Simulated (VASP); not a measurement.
A run of VASP 6.6.1 is set up as follows.

File INCAR:

```
PREC     = Accurate       # precision mode
ENCUT    = 520            # plane-wave cutoff, eV
EDIFF    = 1E-6           # SCF threshold, eV
ISMEAR   = 0              # smearing method
SIGMA    = 0.02           # smearing width, eV
LREAL    = Auto         
LASPH    = T              # aspherical terms in the spheres
NELM     = 100            # most SCF steps
ALGO     = Normal         # electronic algorithm
ISIF     = 2              # what is computed and relaxed
LWAVE    = F              # write WAVECAR
LCHARG   = F              # write CHGCAR
GGA      = CA             # functional
NELECT   = 312.0        
NBANDS   = 182            # bands
```

Contents of KPOINTS:

```
Automatic mesh
0
Gamma
  2 2 2
  0.5 0.5 0.5
```

The input POSCAR:

```
Sr8Ti8O23
1.0
    0.0000000000      0.0000000000      7.7080460010
   -7.7080460010      0.0000000000      0.0000000000
    0.0000000000     -7.7080460010      0.0000000000
Sr Ti O
8 8 23
Direct
   -0.0086229376      0.5086229376      0.4999999999
    0.5086229376      0.5086229376      0.4999999999
   -0.0086148941      0.5086148940      0.0000000000
    0.5086148940      0.5086148940      0.0000000000
   -0.0086229376     -0.0086229376      0.4999999999
    0.5086229376     -0.0086229376      0.4999999999
   -0.0086148941     -0.0086148941      0.0000000000
    0.5086148940     -0.0086148941      0.0000000000
    0.2500000648      0.2500000648      0.2341641448
    0.7500000648      0.2500000648      0.2538199694
    0.2500000648      0.2500000648      0.7658358551
    0.7500000648      0.2500000648      0.7461800305
    0.2500000648      0.7500000648      0.2538199694
    0.7500000648      0.7500000648      0.2494752885
    0.2500000648      0.7500000648      0.7461800305
    0.7500000648      0.7500000648      0.7505247114
    0.4934333552      0.2500000648      0.7306523598
    0.7500000648      0.2500000648      0.4999999999
    0.2500000648      0.2500000648      0.0000000000
    0.7500000648      0.2500000648      0.0000000000
    0.2500000648      0.7500000648      0.4999999999
    0.7500000648      0.7500000648      0.4999999999
    0.2500000648      0.7500000648      0.0000000000
    0.7500000648      0.7500000648      0.0000000000
    0.0065666448      0.2500000648      0.2693476401
    0.4934333552      0.2500000648      0.2693476401
    0.0065666448      0.2500000648      0.7306523598
    0.0004460274      0.7500000648      0.2479284633
    0.4995539725      0.7500000648      0.2479284633
    0.0004460274      0.7500000648      0.7520715366
    0.4995539725      0.7500000648      0.7520715366
    0.2500000648      0.4934333552      0.2693476401
    0.7500000648      0.4995539725      0.2479284633
    0.2500000648      0.4934333552      0.7306523598
    0.7500000648      0.4995539725      0.7520715366
    0.2500000648      0.0065666448      0.2693476401
    0.7500000648      0.0004460274      0.2479284633
    0.2500000648      0.0065666448      0.7306523598
    0.7500000648      0.0004460274      0.7520715366
```

Potentials or basis: VASP PAW LDA potentials, release 64 (Sr_sv, Ti_sv, O).

The run is started by

```console
$ cat potpaw_LDA.64/Sr_sv/POTCAR potpaw_LDA.64/Ti_sv/POTCAR potpaw_LDA.64/O/POTCAR > POTCAR
$ mpirun -np 1 vasp_std > vasp.out
```

(1) Predict the largest force.

Answers

(1) 0.119 eV/Å.

Caveat: the cell carries a net charge on a neutralising background, which shifts energy and pressure.
